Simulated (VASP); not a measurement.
Wanted: the native input for a VASP 6.6.1 run.

| Quantity | Value |
| --- | --- |
| Task | single point |
| Functional | LDA |
| Potentials or basis | VASP PAW LDA potentials, release 64 (Cs_sv, H) |
| Cutoff | 520 eV |
| k mesh | 8 × 8 × 8 |
| Occupations | gaussian, width 0.05 eV |
| Spin | no spin polarisation |
| Dipole correction | no |
| Further INCAR settings | ALGO = Normal; EDIFF = 1e-07; NBANDS = 12 |

The structure of CsH lies in POSCAR:

```
CsH
1.0
    0.0000000000      3.0604800000      3.4430400000
    3.0604800000      0.0000000000      3.4430400000
    3.0604800000      3.0604800000      0.0000000000
Cs H
1 1
Direct
    0.0000000000      0.0000000000      0.0000000000
    0.5000000000      0.5000000000      0.5000000000
```

This cell differs from its parent crystal: strain -0.040 along x and y, +0.080 along z.

These files were run (other wordings do the same):

INCAR

```
SYSTEM = CsH
  ALGO = Normal
  EDIFF = 1E-7
  ENCUT = 520
  ISIF = 2
  ISMEAR = 0
  LASPH = .TRUE.
  LCHARG = .FALSE.
  LREAL = .FALSE.
  LWAVE = .FALSE.
  NBANDS = 12
  NELM = 80
  PREC = Accurate
  SIGMA = 0.05
```

KPOINTS

```
k-points
0
G
  8 8 8
  0 0 0
```

Potentials or basis: VASP PAW LDA potentials, release 64 (Cs_sv, H).

Launch:

```bash
$ cat potpaw_LDA.64/Cs_sv/POTCAR potpaw_LDA.64/H/POTCAR > POTCAR
$ mpirun -np 1 vasp_std > vasp.out
```

It gave:

```
Pressure               : -0.9 GPa
Band gap on the k mesh : 1.87 eV, direct
```

Caveat: the cell differs from its parent crystal (strain -0.040 along x and y, +0.080 along z); spin-orbit coupling is left out, which moves the levels of the heavy elements.

It took 37 s on 1 thread of Intel Xeon 6975P-C, with other jobs on the host, peak memory 0.19 GiB.
